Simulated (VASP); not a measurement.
# NaI: single point with PBE

Crystal: NaI.

```
Na I
1.0
    -2.29602    3.25553    2.29274
     2.29602   -3.25553    2.29274
     2.29602    3.25553   -2.29274
Na I
1 1
Direct
  0.00133 0.00133 0.00000
  0.49867 0.99867 0.50000
```

```yaml
Program: VASP 6.6.1
Task: single point
Functional: PBE
Potentials_or_basis: VASP PAW PBE potentials, release 64 (Na_pv, I)
Cutoff: 520 eV
k_mesh: 6 × 6 × 6
Occupations: gaussian, width 0.1 eV
Spin: no spin polarisation
```

```json
{
  "Pressure": "0.3 GPa",
  "Largest force": "0.010 eV/Å",
  "Band gap on the k mesh": "3.61 eV"
}
```

Forces in eV/Å, atoms in the order of the input:
```
Na   0.000  0.000 -0.010
I    0.000  0.000  0.010
```

Stress tensor (GPa, compression positive):
```
0.28 0.00 0.00
0.00 0.21 0.00
0.00 0.00 0.30
```

Levels at points of the mesh, in eV from the valence-band top:
| k point | band 5 | band 6 | band 7 | band 8 | band 9 | band 10 |
| --- | --- | --- | --- | --- | --- | --- |
| (0.00, 0.00, 0.00) | -0.01 | 0.00 | 0.00 | 3.61 | 7.91 | 7.93 |
| (0.50, 0.00, 0.00) | -2.14 | -0.28 | -0.28 | 5.09 | 7.42 | 7.44 |
| (0.00, 0.50, 0.00) | -1.87 | -0.74 | -0.73 | 4.48 | 5.57 | 9.81 |
| (0.50, 0.50, 0.00) | -2.14 | -0.28 | -0.27 | 5.09 | 7.42 | 7.45 |
| (0.50, 0.50, 0.50) | -1.87 | -0.73 | -0.72 | 4.49 | 5.58 | 9.78 |

It took 19 s on 1 thread of AMD EPYC 9R45 96-Core Processor (Zen 5) (shared host), peak memory 0.19 GiB.

Caveat: spin-orbit coupling is left out, which moves the levels of the heavy elements.
